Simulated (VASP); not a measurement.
Crystal: NaCl.

```
CELL_PARAMETERS angstrom
4.02673 0.00000 0.00000
-2.01337 3.48725 0.00000
0.00000 0.00000 6.57563
ATOMIC_POSITIONS crystal
Na 0.00000 0.00000 0.00000
Na 0.00000 0.00000 0.50000
Cl 0.33333 0.66667 0.25000
Cl 0.66667 0.33333 0.75000
```

```yaml
Program: VASP 6.6.1
Task: relaxation of cell and atoms
Functional: PBE
Potentials_or_basis: VASP PAW PBE potentials, release 64 (Na_pv, Cl)
Cutoff: 500 eV
k_mesh: 9 × 9 × 6
Occupations: gaussian, width 0.02 eV
Spin: no spin polarisation
```

At the start: pressure 0.1 GPa; volume 23.08 Å³/atom.

Task: How do energy, volume and symmetry change on relaxing?

Result: Over 5 steps the energy falls by 6.1 meV/atom and the volume is 23.14 Å³/atom (+0.2 %); space group P6_3/mmc (No. 194, to 0.1 Å) before and after.

Step by step:
```csv
step,energy change (eV),largest force (eV/Å),pressure (GPa),volume (Å³)
1,0.0000,0.0000,0.09,92.34
2,-0.0112,0.0000,0.03,92.51
3,-0.0241,0.0000,-0.11,92.90
4,-0.0241,0.0000,-0.11,92.89
5,-0.0243,0.0000,-0.02,92.56
```

Final structure:
```
Na Cl
1.0
     3.95511    0.00000    0.00000
    -1.97756    3.42523    0.00000
     0.00000    0.00000    6.83252
Na Cl
2 2
Cartesian
  -1.9776 3.4252 0.0000
  0.0000 0.0000 3.4163
  0.0000 2.2835 1.7081
  1.9776 1.1417 5.1244
```
